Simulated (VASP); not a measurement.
A run of VASP 6.6.1:

The input INCAR:

```
SYSTEM = Os4C
ALGO = Normal
EDIFF = 1E-6
ENCUT = 520
GGA = PE
ISIF = 2
ISMEAR = 0
LASPH = .TRUE.
LCHARG = .FALSE.
LREAL = .FALSE.
LWAVE = .FALSE.
NBANDS = 47
NELM = 100
PREC = Accurate
SIGMA = 0.1
```

The input KPOINTS:

```
k-points
0
G
  4 4 4
  0 0 0
```

POSCAR

```
Os4C
1.0
    0.0000000000      4.0832968867      4.0832968867
    4.0832968867      0.0000000000      4.0832968867
    4.0832968867      4.0832968867      0.0000000000
Os C
8 2
Direct
    0.3878453985      0.3878453985      0.3878453985
    0.3878453985      0.3878453985      0.8364638045
    0.3878453985      0.8364638045      0.3878453985
    0.8621546015      0.8621546015      0.4135361955
    0.8621546015      0.8621546015      0.8621546015
    0.8364638045      0.3878453985      0.3878453985
    0.8621546015      0.4135361955      0.8621546015
    0.4135361955      0.8621546015      0.8621546015
    0.0000000000      0.0000000000      0.0000000000
    0.2500000000      0.2500000000      0.2500000000
```

Potentials or basis: VASP PAW PBE potentials, release 64 (Os, C).

The run is started by

```console
$ cat potpaw_PBE.64/Os/POTCAR potpaw_PBE.64/C/POTCAR > POTCAR
$ mpirun -np 1 vasp_std > vasp.out
```

Hardware: 1 thread of Intel(R) Xeon(R) 6975P-C (Granite Rapids), on a shared host.

Task: How long does it take, and how much memory?

Result: Wall time 43 s on 1 thread of Intel(R) Xeon(R) 6975P-C (Granite Rapids), on a shared host, peak memory 0.32 GiB. Counts: scf iterations 15, k points 8.
